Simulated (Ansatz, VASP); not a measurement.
# S: VASP beside Ansatz

Contents of INCAR:

```
PREC = Accurate ; ENCUT = 520
EDIFF = 1E-7 ; ISMEAR = 0
SIGMA = 0.1 ; LREAL = False
LASPH = True ; NELM = 80
ALGO = Normal ; ISIF = 2
LWAVE = False ; LCHARG = False
GGA = PE ; NBANDS = 20
```

The input KPOINTS:

```
regular mesh
0
Gamma
  8 8 12
```

POSCAR

```
S
1.0
    5.6780537900      0.0000000000      0.0000000000
    0.0000000000      5.6780537900      0.0000000000
    0.0000000000      0.0000000000      2.9496155800
S
4
Direct
    0.8833913800      0.8833913800      0.5000000000
    0.1166086200      0.1166086200      0.5000000000
    0.3833913800      0.6166086200      0.0000000000
    0.6058426072      0.4067497357     -0.0116049021
```

Input for Ansatz:

```yaml
crystal:
  lattice:
    - [5.67805379, 0.0, 0.0]
    - [0.0, 5.67805379, 0.0]
    - [0.0, 0.0, 2.94961558]
  atoms:
    - { symbol: S, position: [0.88339138, 0.88339138, 0.5] }
    - { symbol: S, position: [0.11660862, 0.11660862, 0.5] }
    - { symbol: S, position: [0.38339138, 0.61660862, 0.0] }
    - { symbol: S, position: [0.6058426072, 0.4067497357, -0.0116049021] }
basis:
  ecutwfc: 420
kpoints:
  mp_grid: { grid: [8, 8, 12] }
hamiltonian:
  xc: pbe
scf:
  occupations: { method: gaussian, width: 0.1 }
output:
  forces: true
  stress: true
  eigenvalues: true
  populations: true
```

Change from the starting cell: one atom moved.

Alike in both runs: task single point; functional PBE; k mesh 8 × 8 × 12; occupations gaussian, width 0.1 eV; no spin polarisation.

|  | VASP | Ansatz |
| --- | --- | --- |
| version | VASP 6.6.1 | Ansatz 0.2.0 |
| potentials or method | VASP PAW PBE potentials, release 64 (S), cutoff 520 eV | scalar-relativistic, plane waves, PAW |
| valence electrons in the cell | 24 | 24 |

```csv
,VASP,Ansatz,Ansatz less VASP
gap on the k mesh at the Fermi level (eV),none,none,-
pressure (GPa),7.9,8.8,+0.88
"traceless stress, the component that is largest in VASP (GPa)",-8.53,-8.88,-0.349
rms of the force components (eV/Å),2.717,2.949,+0.2326
```

Atom by atom the forces differ by 0.248 eV/Å (rms over components). A gap of «none» marks a metal or a gap that the smearing closes.
